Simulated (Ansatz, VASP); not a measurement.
## TePb: VASP beside Ansatz

INCAR

```
SYSTEM = TePb
PREC = Accurate
ENCUT = 520
EDIFF = 1E-6
ISMEAR = -1
SIGMA = 0.03
LREAL = .False.
LASPH = .True.
NELM = 100
ALGO = Normal
ISIF = 2
LWAVE = .False.
LCHARG = .False.
GGA = PS
NBANDS = 17
```

KPOINTS

```
Automatic mesh
0
Gamma
  10 10 10
  0 0 0
```

The input POSCAR:

```
TePb
1.0
    0.0000000000      3.2270000000      3.2592700000
    3.2270000000      0.0000000000      3.2592700000
    3.2270000000      3.2270000000      0.0000000000
Te Pb
1 1
Direct
    0.5000000000      0.5000000000      0.5000000000
    0.0000000000      0.0000000000      0.0000000000
```

Input for Ansatz:

```yaml
crystal:
  lattice:
    - [0.0, 3.227, 3.25927]
    - [3.227, 0.0, 3.25927]
    - [3.227, 3.227, 0.0]
  atoms:
    - { symbol: Te, position: [0.5, 0.5, 0.5] }
    - { symbol: Pb, position: [0.0, 0.0, 0.0] }
kpoints:
  mp_grid: { grid: [10, 10, 10] }
  band_path:
    path:
      - [0.0, 0.0, 0.0]
      - [0.0, 0.5, 0.5]
      - [0.25, 0.75, 0.5]
      - [0.0, 0.5, 0.0]
      - [0.0, 0.0, 0.0]
      - [0.5, 0.5, 0.0]
      - [0.3725370062, 0.6274629938, 0.0]
      - [-0.3725370062, 0.3725370062, 0.0]
      - [0.0, 0.0, 0.0]
    npoints: 5
scf:
  occupations: { method: fermi_dirac, width: 0.03 }
hamiltonian:
  xc: pbesol
  pseudopotentials: { kind: all_electron, lapw: { basis_error: 0.0005 } }
output:
  forces: true
  stress: true
  eigenvalues: true
```

Change from the starting cell: zz strain of +1 %.

Alike in both runs: task single point; functional PBEsol; k mesh 10 × 10 × 10; occupations fermi-dirac, width 0.03 eV; no spin polarisation.

|  | VASP | Ansatz |
| --- | --- | --- |
| version | VASP 6.6.1 | Ansatz 0.2.0 |
| potentials or method | VASP PAW PBE potentials, release 64 (Te, Pb_d), cutoff 520 eV | all-electron LAPW, scalar-relativistic |

```tsv
	VASP	Ansatz	Ansatz less VASP
pressure (GPa)	-0.7	-0.6	+0.04
traceless stress, the component that is largest in VASP (GPa)	-0.74	-0.74	+0.001
```

VASP's potentials were made for PBE, not for PBEsol. Ansatz ran all-electron here, and VASP with PAW potentials.

Neither program's run includes spin-orbit coupling.
